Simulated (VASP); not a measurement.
Set up this calculation in VASP 6.6.1, as the native input.

| Quantity | Value |
| --- | --- |
| Task | single point |
| Functional | PBE |
| Potentials or basis | VASP PAW PBE potentials, release 64 (Hf_pv, C) |
| Cutoff | 520 eV |
| k mesh | 12 × 12 × 8 |
| Occupations | gaussian, width 0.05 eV |
| Spin | no spin polarisation |
| Dipole correction | no |
| Further INCAR settings | ALGO = Normal; EDIFF = 1e-06; NBANDS = 22 |

The structure of HfC lies in POSCAR:

```
HfC
1.0
    3.3359819957      0.0116938285     -0.0176447951
   -1.6578638454      2.9158603801     -0.0029410834
   -0.0276996576     -0.0213237215      5.2330634635
Hf C
2 2
Direct
    0.3265410770      0.6758146365      0.2553473623
    0.6738650019      0.3355775628      0.7500732325
   -0.0073296922     -0.0036531175      0.0039232736
    0.0069236133     -0.0077390818      0.4906561316
```

This cell differs from its parent crystal: atoms moved at random and the cell strained at random.

The input as run:

INCAR

```
ALGO     = Normal         # electronic algorithm
EDIFF    = 1E-6           # SCF threshold, eV
ENCUT    = 520            # plane-wave cutoff, eV
GGA      = PE             # functional
ISIF     = 2              # what is computed and relaxed
ISMEAR   = 0              # smearing method
LASPH    = T              # aspherical terms in the spheres
LCHARG   = T              # write CHGCAR
LELF     = T              # ELF
LREAL    = F              # projectors in reciprocal space
LVHAR    = T            
LWAVE    = F              # write WAVECAR
NBANDS   = 22             # bands
NELM     = 60             # most SCF steps
PREC     = Accurate       # precision mode
SIGMA    = 0.05           # smearing width, eV
```

KPOINTS

```
k-points
0
Gamma
  12 12 8
```

Potentials or basis: VASP PAW PBE potentials, release 64 (Hf_pv, C).

Command:

```sh
$ cat potpaw_PBE.64/Hf_pv/POTCAR potpaw_PBE.64/C/POTCAR > POTCAR
$ mpirun -np 1 vasp_std > vasp.out
```

It gave:

```yaml
Pressure: -3.6 GPa
Largest_force: 1.268 eV/Å
Band_gap_on_the_k_mesh: zero (bands 14 and 15 overlap by 1.28 eV)
```

Caveat: the cell differs from its parent crystal (atoms moved at random and the cell strained at random); the cell stands under tension; spin-orbit coupling is left out, which moves the levels of the heavy elements; forces of over 1 eV/Å act on the atoms, so gaps and moduli don't describe the material at rest.

Wall time 4.7 min on 1 thread of Intel(R) Xeon(R) 6975P-C (Granite Rapids), on a shared host, peak memory 0.63 GiB.
